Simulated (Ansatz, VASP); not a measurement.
# Two plane-wave programs on WF6

The input INCAR:

```
SYSTEM = WF6
PREC = Accurate ; ENCUT = 520
EDIFF = 1E-7 ; ISMEAR = 0
SIGMA = 0.005 ; LREAL = .False.
LASPH = .True. ; NELM = 120
ALGO = Normal ; ISIF = 2
LWAVE = .False. ; LCHARG = .False.
GGA = PE ; IVDW = 12
IBRION = 2 ; NSW = 100
EDIFFG = -0.01 ; ISYM = 0
GGA_COMPAT = .False. ; NELMIN = 4
NELMDL = -8
```

Contents of KPOINTS:

```
Automatic mesh
0
Gamma
  1 1 1
  0 0 0
```

POSCAR

```
WF6
1.0
   14.6718221961      0.0000000000      0.0000000000
    0.0000000000     14.7184616229      0.0000000000
    0.0000000000      0.0000000000     15.0000000000
W F
1 6
Direct
    0.5008781621      0.4992181362      0.5003073780
    0.6251317712      0.5002217493      0.4991251334
    0.3748682288      0.4991165967      0.5008721853
    0.4996010775      0.6263196426      0.4992860654
    0.4995512904      0.3736803574      0.5014153388
    0.4990213807      0.4995166241      0.6234075869
    0.4997998150      0.5000297507      0.3765924131
```

Input for Ansatz:

```yaml
crystal:
  lattice:
    - [14.6718221961, 0.0, 0.0]
    - [0.0, 14.7184616229, 0.0]
    - [0.0, 0.0, 15.0]
  atoms:
    - { symbol: W, position: [0.5008781621, 0.4992181362, 0.500307378] }
    - { symbol: F, position: [0.6251317712, 0.5002217493, 0.4991251334] }
    - { symbol: F, position: [0.3748682288, 0.4991165967, 0.5008721853] }
    - { symbol: F, position: [0.4996010775, 0.6263196426, 0.4992860654] }
    - { symbol: F, position: [0.4995512904, 0.3736803574, 0.5014153388] }
    - { symbol: F, position: [0.4990213807, 0.4995166241, 0.6234075869] }
    - { symbol: F, position: [0.499799815, 0.5000297507, 0.3765924131] }
  symmetry: { detect: false }
basis:
  ecutwfc: 420
kpoints:
  mp_grid: { grid: [1, 1, 1] }
hamiltonian:
  xc: pbe
  dispersion: d3bj
scf:
  occupations: { method: gaussian, width: 0.005 }
output:
  forces: true
  eigenvalues: true
relax:
  adjacent_minimum: "off"
  f_tol: 0.01
  max_steps: 120
```

Alike in both runs: task relaxation of the atoms; functional PBE; dispersion D3(BJ); k mesh 1 × 1 × 1; occupations gaussian, width 0.005 eV; no spin polarisation.

```csv
,VASP,Ansatz
version,VASP 6.6.1,Ansatz 0.2.0
potentials or method,"VASP PAW PBE potentials, release 64 (W_sv, F), cutoff 520 eV","scalar-relativistic, plane waves, PAW"
valence electrons in the cell,56,56
```

VASP gave:

```
gap on the k mesh at the Fermi level, each at its own relaxed structure (eV) : 5.15
```

Task: Estimate Ansatz's values.

Result: gap on the k mesh at the Fermi level, each at its own relaxed structure (eV): 5.30.

Spin-orbit coupling is off throughout.
